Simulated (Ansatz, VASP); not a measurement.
# One calculation of NbRu3, two programs

File INCAR:

```
SYSTEM = NbRu3
PREC     = Accurate       ! precision mode
ENCUT    = 520            ! plane-wave cutoff, eV
EDIFF    = 1E-7           ! SCF threshold, eV
ISMEAR   = -1             ! smearing method
SIGMA    = 0.05           ! smearing width, eV
LREAL    = .FALSE.        ! projectors in reciprocal space
LASPH    = .TRUE.         ! aspherical terms in the spheres
NELM     = 100            ! most SCF steps
ALGO     = Normal         ! electronic algorithm
ISIF     = 2              ! what is computed and relaxed
LWAVE    = .FALSE.        ! write WAVECAR
LCHARG   = .FALSE.        ! write CHGCAR
GGA      = CA             ! functional
NBANDS   = 36             ! bands
```

KPOINTS

```
regular mesh
0
G
  9 9 9
  0 0 0
```

The input POSCAR:

```
NbRu3
1.0
    3.8800000000     -0.0388000000     -0.0388000000
   -0.0388000000      3.8800000000     -0.0388000000
   -0.0388000000     -0.0388000000      3.8800000000
Nb Ru
1 3
Direct
    0.0000000000      0.0000000000      0.0000000000
    0.0000000000      0.5000000000      0.5000000000
    0.5000000000      0.0000000000      0.5000000000
    0.5000000000      0.5000000000      0.0000000000
```

Input for Ansatz:

```yaml
crystal:
  lattice:
    - [3.88, -0.0388, -0.0388]
    - [-0.0388, 3.88, -0.0388]
    - [-0.0388, -0.0388, 3.88]
  atoms:
    - { symbol: Nb, position: [0.0, 0.0, 0.0] }
    - { symbol: Ru, position: [0.0, 0.5, 0.5] }
    - { symbol: Ru, position: [0.5, 0.0, 0.5] }
    - { symbol: Ru, position: [0.5, 0.5, 0.0] }
kpoints:
  mp_grid: { grid: [9, 9, 9] }
  band_path:
    path:
      - [0.0, 0.0, 0.0]
      - [0.5, 0.0, 0.0]
      - [0.5, -0.5, 0.5]
      - [0.4804921086, -0.5195078914, 0.4804921086]
      - [0.4804921086, 0.4804921086, 0.4804921086]
      - [0.0, 0.0, 0.0]
      - [0.5, -0.5, 0.0]
    npoints: 5
scf:
  occupations: { method: fermi_dirac, width: 0.05 }
hamiltonian:
  xc: lda
  pseudopotentials: { kind: all_electron, lapw: { basis_error: 0.001 } }
output:
  forces: true
  stress: true
  eigenvalues: true
```

Change from the starting cell: equal xy, yz and zx shear strains of -2 %.

Alike in both runs: task single point; functional LDA; k mesh 9 × 9 × 9; occupations fermi-dirac, width 0.05 eV; no spin polarisation.

```csv
,VASP,Ansatz
version,VASP 6.6.1,Ansatz 0.2.0
potentials or method,"VASP PAW LDA potentials, release 64 (Nb_sv, Ru_pv), cutoff 520 eV","all-electron LAPW, scalar-relativistic"
```

|  | VASP | Ansatz | Ansatz less VASP |
| --- | --- | --- | --- |
| pressure (GPa) | -10.6 | -11.1 | -0.44 |
| traceless stress, the component that is largest in VASP (GPa) | 3.20 | 3.19 | -0.013 |

LDA's correlation is that of Perdew and Zunger in VASP and of Perdew and Wang (1992) in Ansatz. Ansatz ran all-electron here, and VASP with PAW potentials.
